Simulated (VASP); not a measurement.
# Al4GeRu (F-43m) in VASP: a series of runs

Al4GeRu is run at these levels: PBE; tasks: single point, relaxation of cell and atoms.

Everything below comes from runs of VASP 6.6.1. Logs are shortened: lines on timing, memory, paths and dates and some standing lists are left out, and cuts for length are marked.

### Step 1. The cell of the first run

It takes space group F-43m (No. 216, cubic). Conventional cell: a = 7.267 Å, b = 7.267 Å, c = 7.267 Å, α = 90.00°, β = 90.00°, γ = 90.00°. Al (site symmetry 3m) has 6 Al at 2.56 to 2.58 Å and 3 Ru at 3.01 Å and 3 Ge at 3.01 Å within 3.4 Å. Ge (site symmetry -43m) has 12 Al at 3.01 Å and 4 Ru at 3.15 Å within 4.0 Å. Ru (site symmetry -43m) has 12 Al at 3.01 Å and 4 Ge at 3.15 Å within 4.0 Å.

### Step 2. Single point, PBE

INCAR

```
SYSTEM = Al4GeRu
PREC     = Accurate       ! precision mode
ENCUT    = 520            ! plane-wave cutoff, eV
EDIFF    = 1E-6           ! SCF threshold, eV
ISMEAR   = 0              ! smearing method
SIGMA    = 0.1            ! smearing width, eV
LREAL    = .FALSE.        ! projectors in reciprocal space
LASPH    = .TRUE.         ! aspherical terms in the spheres
NELM     = 60             ! most SCF steps
ALGO     = Fast           ! electronic algorithm
ISIF     = 2              ! what is computed and relaxed
LWAVE    = .FALSE.        ! write WAVECAR
LCHARG   = .FALSE.        ! write CHGCAR
GGA      = PE             ! functional
NBANDS   = 29             ! bands
```

KPOINTS

```
regular mesh
0
G
  10 10 10
  0 0 0
```

POSCAR

```
Al4GeRu
1.0
    0.0000000000      3.6332547913      3.6332547913
    3.6332547913      0.0000000000      3.6332547913
    3.6332547913      3.6332547913      0.0000000000
Al Ge Ru
4 1 1
Direct
    0.6244106998      0.6244106998      0.1267679007
    0.6244106998      0.1267679007      0.6244106998
    0.1267679007      0.6244106998      0.6244106998
    0.6244106998      0.6244106998      0.6244106998
    0.0000000000      0.0000000000      0.0000000000
    0.2500000000      0.2500000000      0.2500000000
```

Potentials or basis: VASP PAW PBE potentials, release 64 (Al, Ge_d, Ru_pv).

Launch:

```
$ cat potpaw_PBE.64/Al/POTCAR potpaw_PBE.64/Ge_d/POTCAR potpaw_PBE.64/Ru_pv/POTCAR > POTCAR
$ mpirun -np 1 vasp_std > vasp.out
```

OUTCAR:

```text
SYSTEM = Al4GeRu
   PREC = Accurate
   ENCUT = 520
   EDIFF = 1E-6
   ISMEAR = 0
   LREAL = .FALSE.
   LASPH = .TRUE.
   NELM = 60
   ISIF = 2
   GGA = PE

 ion  position               nearest neighbor table
   1  0.624  0.624  0.127-   2 2.56   3 2.56   4 2.56   2 2.58   3 2.58   4 2.58   6 3.01   6 3.01
                             6 3.01   5 3.01   5 3.01   5 3.01
   2  0.624  0.127  0.624-   1 2.56   3 2.56   4 2.56   3 2.58   1 2.58   4 2.58   6 3.01   6 3.01
                             6 3.01   5 3.01   5 3.01   5 3.01
   3  0.127  0.624  0.624-   1 2.56   2 2.56   4 2.56   2 2.58   1 2.58   4 2.58   6 3.01   6 3.01
                             6 3.01   5 3.01   5 3.01   5 3.01
   4  0.624  0.624  0.624-   1 2.56   2 2.56   3 2.56   3 2.58   2 2.58   1 2.58   6 3.01   6 3.01
                             6 3.01   5 3.01   5 3.01   5 3.01
   5  0.000  0.000  0.000-   1 3.01   2 3.01   3 3.01   4 3.01   4 3.01   4 3.01   1 3.01   1 3.01
                             3 3.01   2 3.01   2 3.01   3 3.01
   6  0.250  0.250  0.250-   2 3.01   3 3.01   1 3.01   3 3.01   1 3.01   2 3.01   4 3.01   4 3.01
                             4 3.01   1 3.01   2 3.01   3 3.01

  LATTYP: Found a face centered cubic cell.
 ALAT       =     7.2665095826

  Lattice vectors:

 A1 = (   0.0000000000,   3.6332547913,   3.6332547913)
 A2 = (   3.6332547913,   0.0000000000,   3.6332547913)
 A3 = (   3.6332547913,   3.6332547913,   0.0000000000)

Analysis of symmetry for initial positions (statically):
=====================================================================
 Subroutine PRICEL returns:
 Original cell was already a primitive cell.

 Routine SETGRP: Setting up the symmetry group for a
 face centered cubic supercell.

 Subroutine GETGRP returns: Found 24 space group operations
 (whereof 24 operations were pure point group operations)
 out of a pool of 48 trial point group operations.

The static configuration has the point symmetry T_d .

Analysis of symmetry for dynamics (positions and initial velocities):
=====================================================================
 Subroutine PRICEL returns:
 Original cell was already a primitive cell.

 Routine SETGRP: Setting up the symmetry group for a
 face centered cubic supercell.

 Subroutine GETGRP returns: Found 24 space group operations
 (whereof 24 operations were pure point group operations)
 out of a pool of 48 trial point group operations.

The dynamic configuration has the point symmetry T_d .

 Subroutine INISYM returns: Found 24 space group operations
 (whereof 24 operations are pure point group operations),
 and found     1 'primitive' translations

----------------------------------------------------------------------------------------

                                     Primitive cell

  volume of cell :      95.9219

  direct lattice vectors                    reciprocal lattice vectors
     0.000000000  3.633254791  3.633254791    -0.137617654  0.137617654  0.137617654
     3.633254791  0.000000000  3.633254791     0.137617654 -0.137617654  0.137617654
     3.633254791  3.633254791  0.000000000     0.137617654  0.137617654 -0.137617654

  length of vectors
     5.138198201  5.138198201  5.138198201     0.238360768  0.238360768  0.238360768

  position of ions in fractional coordinates (direct lattice)
     0.624410700  0.624410700  0.126767901
     0.624410700  0.126767901  0.624410700
     0.126767901  0.624410700  0.624410700
     0.624410700  0.624410700  0.624410700
     0.000000000  0.000000000  0.000000000
     0.250000000  0.250000000  0.250000000

  ion indices of the primitive-cell ions
   primitive index   ion index
                 1           1
                 2           2
                 3           3
                 4           4
                 5           5
                 6           6

----------------------------------------------------------------------------------------

 KPOINTS: regular mesh

Automatic generation of k-mesh.
 Grid dimensions read from file:
 generate k-points for:   10   10   10

 Generating k-lattice:

  Cartesian coordinates                     Fractional coordinates (reciprocal lattice)
    -0.013761765  0.013761765  0.013761765     0.100000000  0.000000000  0.000000000
     0.013761765 -0.013761765  0.013761765     0.000000000  0.100000000  0.000000000
     0.013761765  0.013761765 -0.013761765     0.000000000  0.000000000  0.100000000

  Length of vectors
     0.023836077  0.023836077  0.023836077

  Shift w.r.t. Gamma in fractional coordinates (k-lattice)
     0.000000000  0.000000000  0.000000000

 Subroutine IBZKPT returns following result:
 ===========================================

 Found     47 irreducible k-points:

 Following reciprocal coordinates:
            Coordinates               Weight
  0.000000  0.000000  0.000000      1.000000
  0.100000  0.000000  0.000000      8.000000
  0.200000  0.000000  0.000000      8.000000
  0.300000  0.000000  0.000000      8.000000
  0.400000  0.000000  0.000000      8.000000
  0.500000  0.000000  0.000000      4.000000
[... 16 lines left out ...]
  0.300000  0.300000  0.000000      6.000000
  0.400000  0.300000  0.000000     24.000000
 [... further k-points ...]
   k-points           NKPTS =     47   k-points in BZ     NKDIM =     47   number of bands    NBANDS=     29
   number of dos      NEDOS =    301   number of ions     NIONS =      6
   total plane-waves  NPLWV =  64000
   dimension x,y,z NGX =    40 NGY =   40 NGZ =   40
   dimension x,y,z NGXF=    80 NGYF=   80 NGZF=   80
   ions per type =               4   1   1
   NGX,Y,Z   is equivalent  to a cutoff of  12.94, 12.94, 12.94 a.u.
   NGXF,Y,Z  is equivalent  to a cutoff of  25.88, 25.88, 25.88 a.u.
 SYSTEM =  Al4GeRu
   PREC   = accura    normal or accurate (medium, high low for compatibility)
   ISTART =      0    job   : 0-new  1-cont  2-samecut
   ICHARG =      2    charge: 1-file 2-atom 10-const
   ISPIN  =      1    spin polarized calculation?
   LNONCOLLINEAR =      F non collinear calculations
   LSORBIT =      F    spin-orbit coupling
   LASPH  =      T    aspherical Exc in radial PAW
   ENCUT  =  520.0 eV  38.22 Ry    6.18 a.u.   9.55  9.55  9.55*2*pi/ulx,y,z
   NELM   =     60;   NELMIN=  2; NELMDL= -5     # of ELM steps
   EDIFF  = 0.1E-05   stopping-criterion for ELM
   LREAL  =      F    real-space projection
   EDIFFG = 0.1E-04   stopping-criterion for IOM
   NSW    =      0    number of steps for IOM
   IBRION =     -1    ionic relax: 0-MD 1-quasi-New 2-CG
   NFREE  =      0    steps in history (QN), initial steepest desc. (CG)
   ISIF   =      2    stress and relaxation
   ISYM   =      2    0-nonsym 1-usesym 2-fastsym
   POTIM  = 0.5000    time-step for ionic-motion
   TEBEG  =    0.0;   TEEND  =   0.0 temperature during run
   PSTRESS=    0.0 pullay stress
   NELECT =      40.0000    total number of electrons
   NUPDOWN=      -1.0000    fix difference up-down
   EMIN   =  10.00;   EMAX   =-10.00  energy-range for DOS
   EFERMI =   0.00;   METHOD = LEGACY
   ISMEAR =     0;   SIGMA  =   0.10  broadening in eV -4-tet -1-fermi 0-gaus
   EFERMI_NEDOS =   21; number of points for ismear=-14 and -15
   IALGO  =     68    algorithm
   IMIX   =      4    mixing-type and parameters
     AMIX     =   0.40;   BMIX     =  1.00
     AMIX_MAG =   1.60;   BMIX_MAG =  1.00
  volume/ion in A,a.u.               =      15.99       107.89
  Fermi-wavevector in a.u.,A,eV,Ry     =   1.223082  2.311290 20.353364  1.495930
  Thomas-Fermi vector in A             =   2.358206
   LORBIT       =      0    0 simple, 1 ext, 2 COOP (PROOUT), +10 PAW based schemes
   GGA     = PE    functional components
   LHFCALC =     F    Hartree Fock is set to
   AEXX    =    0.0000 exact exchange contribution
   IVDW    =     0    specifies the selected vdW correction
   LEPSILON=     F    determine dielectric tensor
   LRPA    =     F    only Hartree local field effects (RPA)
 non-spin polarized calculation
 RMM-DIIS sequential band-by-band and
 Gauss-broadening in eV      SIGMA  =   0.10
  energy-cutoff  :      520.00
  volume of cell :       95.92
 maximum number of plane-waves:      2637
 NGX is ok and might be reduce to    40
   NGX = 19   NGY = 19   NGZ = 19

 number of electron      39.9999992 magnetization

 Free energy of the ion-electron system (eV)
  ---------------------------------------------------
  ext. energy  EPLUGINS =         0.00000000
  ---------------------------------------------------
  free energy    TOTEN  =       -27.69605707 eV

  energy without entropy =      -27.67305048  energy(sigma->0) =      -27.68455377

 E-fermi :   8.7372     XC(G=0): -11.0638

 val. band max:        8.7356625662   @ k =  -0.2000   0.3000   0.1000
 cond. band min:       8.7600403112   @ k =   0.0000   0.0000   0.0000
 fundamental gap:      0.0243777450
 Fermi energy:         8.7372216862

 k-point     1 :       0.0000    0.0000    0.0000
  band No.  band energies     occupation
      1     -33.6973      2.00000
      2     -33.6973      2.00000
      3     -33.6973      2.00000
      4     -15.9758      2.00000
      5     -15.9758      2.00000
      6     -15.9712      2.00000
[... 21 lines left out ...]
     28      11.1864      0.00000
     29      18.1161      0.00000

 k-point     2 :       0.1000    0.0000    0.0000
  band No.  band energies     occupation
      1     -33.6973      2.00000
      2     -33.6973      2.00000
      3     -33.6973      2.00000
      4     -15.9758      2.00000
      5     -15.9758      2.00000
      6     -15.9712      2.00000
[... 21 lines left out ...]
     28      11.5005      0.00000
     29      16.9935      0.00000

 k-point     3 :       0.2000    0.0000    0.0000
  band No.  band energies     occupation
      1     -33.6974      2.00000
      2     -33.6973      2.00000
      3     -33.6973      2.00000
      4     -15.9758      2.00000
      5     -15.9758      2.00000
      6     -15.9712      2.00000
[... 21 lines left out ...]
     28      12.8287      0.00000
     29      15.4596      0.00000

 k-point     4 :       0.3000    0.0000    0.0000
  band No.  band energies     occupation
      1     -33.6976      2.00000
      2     -33.6973      2.00000
      3     -33.6973      2.00000
      4     -15.9758      2.00000
      5     -15.9758      2.00000
      6     -15.9712      2.00000
[... 21 lines left out ...]
     28      13.7602      0.00000
     29      14.1461      0.00000

 k-point     5 :       0.4000    0.0000    0.0000
  band No.  band energies     occupation
      1     -33.6977      2.00000
      2     -33.6974      2.00000
      3     -33.6974      2.00000
      4     -15.9758      2.00000
      5     -15.9758      2.00000
      6     -15.9713      2.00000
[... 21 lines left out ...]
     28      13.0510      0.00000
     29      14.4955      0.00000
[... 510 lines left out ...]
     28      13.7860      0.00000
     29      14.9128      0.00000

 k-point    22 :      -0.2000    0.2000    0.0000
  band No.  band energies     occupation
      1     -33.6975      2.00000
      2     -33.6974      2.00000
      3     -33.6973      2.00000
      4     -15.9758      2.00000
      5     -15.9758      2.00000
      6     -15.9712      2.00000
[... 21 lines left out ...]
     28      13.9382      0.00000
     29      15.1513      0.00000

 k-point    23 :       0.3000    0.3000    0.0000
  band No.  band energies     occupation
      1     -33.6975      2.00000
      2     -33.6974      2.00000
      3     -33.6974      2.00000
      4     -15.9760      2.00000
      5     -15.9756      2.00000
      6     -15.9714      2.00000
[... 21 lines left out ...]
     28      13.9559      0.00000
     29      14.4614      0.00000

 k-point    24 :       0.4000    0.3000    0.0000
  band No.  band energies     occupation
      1     -33.6976      2.00000
      2     -33.6974      2.00000
      3     -33.6974      2.00000
      4     -15.9760      2.00000
      5     -15.9756      2.00000
      6     -15.9715      2.00000
[... 21 lines left out ...]
     28      13.4240      0.00000
     29      13.7616      0.00000

 [... further k-points ...]
[... 5 lines left out ...]
  --------------------------------------------------------------------------------------
  -------------------------------------------------------------------------------------
  Total        0.0077433      0.0077433      0.0077433      0.0000000     -0.0000000     -0.0000000
  in kB        0.1293363      0.1293363      0.1293363      0.0000000     -0.0000000     -0.0000000
  external PRESSURE =       0.1293363 kB  Pullay stress =       0.0000000 kB

 VOLUME and BASIS-vectors are now :
 -----------------------------------------------------------------------------
  energy-cutoff  :      520.00
  volume of cell :       95.92
      direct lattice vectors                 reciprocal lattice vectors
     0.000000000  3.633254791  3.633254791    -0.137617654  0.137617654  0.137617654
     3.633254791  0.000000000  3.633254791     0.137617654 -0.137617654  0.137617654
     3.633254791  3.633254791  0.000000000     0.137617654  0.137617654 -0.137617654

 POSITION                                       TOTAL-FORCE (eV/Angst)
 -----------------------------------------------------------------------------------
      2.72922      2.72922      4.53729         0.001391      0.001391     -0.001391
      2.72922      4.53729      2.72922         0.001391     -0.001391      0.001391
      4.53729      2.72922      2.72922        -0.001391      0.001391      0.001391
      4.53729      4.53729      4.53729        -0.001391     -0.001391     -0.001391
      0.00000      0.00000      0.00000         0.000000      0.000000      0.000000
      1.81663      1.81663      1.81663         0.000000      0.000000      0.000000
 -----------------------------------------------------------------------------------
    total drift:                                0.000000      0.000000     -0.000001

  FREE ENERGIE OF THE ION-ELECTRON SYSTEM (eV)
  ---------------------------------------------------
  free  energy   TOTEN  =       -27.6960570693 eV

  energy  without entropy=      -27.6730504761  energy(sigma->0) =      -27.68455377
```

It took 3.8 min on 1 thread of AMD EPYC 7R43 (Zen 3), shared host; peak memory 0.28 GiB.

What came out:

```yaml
Free_energy: -27.6961 eV
Pressure: 0.0 GPa
Band_gap_on_the_k_mesh: zero (band 20 reaches 9.38 eV, above the bottom of band 21 at 8.28 eV)
```

Forces in eV/Å, atoms in the order of the input:
```
Al   0.001  0.001 -0.001
Al   0.001 -0.001  0.001
Al  -0.001  0.001  0.001
Al  -0.001 -0.001 -0.001
Ge   0.000  0.000  0.000
Ru   0.000  0.000  0.000
```

(Part 1 of 2 ends here.)
